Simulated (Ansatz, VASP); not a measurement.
**NaCl in VASP and in Ansatz**

File INCAR:

```
SYSTEM = NaCl
ALGO     = Normal         ! electronic algorithm
EDIFF    = 1E-7           ! SCF threshold, eV
ENCUT    = 520            ! plane-wave cutoff, eV
GGA      = PE             ! functional
ISIF     = 2              ! what is computed and relaxed
ISMEAR   = 0              ! smearing method
LASPH    = .TRUE.         ! aspherical terms in the spheres
LCHARG   = .FALSE.        ! write CHGCAR
LREAL    = .FALSE.        ! projectors in reciprocal space
LWAVE    = .FALSE.        ! write WAVECAR
NBANDS   = 14             ! bands
NELM     = 80             ! most SCF steps
PREC     = Accurate       ! precision mode
SIGMA    = 0.05           ! smearing width, eV
```

Contents of KPOINTS:

```
k-points
0
G
  8 8 8
  0 0 0
```

File POSCAR:

```
NaCl
1.0
    0.0000000000      2.7609562500      2.8317500000
    2.9025437500      0.0000000000      2.8317500000
    2.9025437500      2.7609562500      0.0000000000
Na Cl
1 1
Direct
    0.0000000000      0.0000000000      0.0000000000
    0.5000000000      0.5000000000      0.5000000000
```

Input for Ansatz:

```yaml
crystal:
  lattice:
    - [0.0, 2.76095625, 2.83175]
    - [2.90254375, 0.0, 2.83175]
    - [2.90254375, 2.76095625, 0.0]
  atoms:
    - { symbol: Na, position: [0.0, 0.0, 0.0] }
    - { symbol: Cl, position: [0.5, 0.5, 0.5] }
basis:
  ecutwfc: 420
kpoints:
  mp_grid: { grid: [8, 8, 8] }
hamiltonian:
  xc: pbe
scf:
  occupations: { method: gaussian, width: 0.05 }
output:
  forces: true
  stress: true
  eigenvalues: true
```

Change from the starting cell: strain +0.0250 x Voigt [1, -1, 0, 0, 0, 0], atoms carried along.

Alike in both runs: task single point; functional PBE; k mesh 8 × 8 × 8; occupations gaussian, width 0.05 eV; no spin polarisation.

|  | VASP | Ansatz |
| --- | --- | --- |
| version | VASP 6.6.1 | Ansatz 0.2.0 |
| potentials or method | VASP PAW PBE potentials, release 64 (Na_pv, Cl), cutoff 520 eV | scalar-relativistic, plane waves, PAW |
| valence electrons in the cell | 14 | 16 |

Ansatz gave:

- gap on the k mesh at the Fermi level (eV): 5.05
- least direct gap on the mesh (eV): 5.05
- pressure (GPa): 0.6
- traceless stress, the component that is largest in VASP (GPa): 1.04

What did VASP give for the same quantities?

gap on the k mesh at the Fermi level (eV): 5.05; least direct gap on the mesh (eV): 5.05; pressure (GPa): 0.5; traceless stress, the component that is largest in VASP (GPa): 1.05.

VASP's potentials hold 14 valence electrons a cell and Ansatz's 16, so a difference there can come from the potentials and not from the codes.
